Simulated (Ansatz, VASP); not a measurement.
# BeSi2Br: VASP beside Ansatz

```
CELL_PARAMETERS angstrom
2.78951 0.00000 0.00000
-1.39476 2.41579 0.00000
0.00000 0.00000 10.44205
ATOMIC_POSITIONS crystal
Be 0.00000 0.00000 0.50000
Si 0.00000 0.00000 0.71745
Si 0.00000 0.00000 0.28255
Br 0.00000 0.00000 0.00000
```

Alike in both runs: task relaxation of cell and atoms; functional PBE; k mesh 18 × 18 × 6; occupations gaussian, width 0.1 eV; no spin polarisation.

|  | VASP | Ansatz |
| --- | --- | --- |
| version | VASP 6.6.1 | Ansatz 0.2.0 |
| potentials or method | VASP PAW PBE potentials, release 64 (Be, Si, Br), cutoff 600 eV | scalar-relativistic, plane waves, PAW |
| valence electrons in the cell | 17 | 17 |

|  | VASP | Ansatz | Ansatz less VASP |
| --- | --- | --- | --- |
| gap on the k mesh at the Fermi level, each at its own relaxed structure (eV) | none | none | - |
| relaxed volume (Å³/atom) | 17.61 | 17.62 | +0.007 |
| relaxed length of the cell vector where the two differ most in proportion (Å) | 10.389 | 10.392 | +0.0038 |

A gap of «none» marks a metal or a gap that the smearing closes.
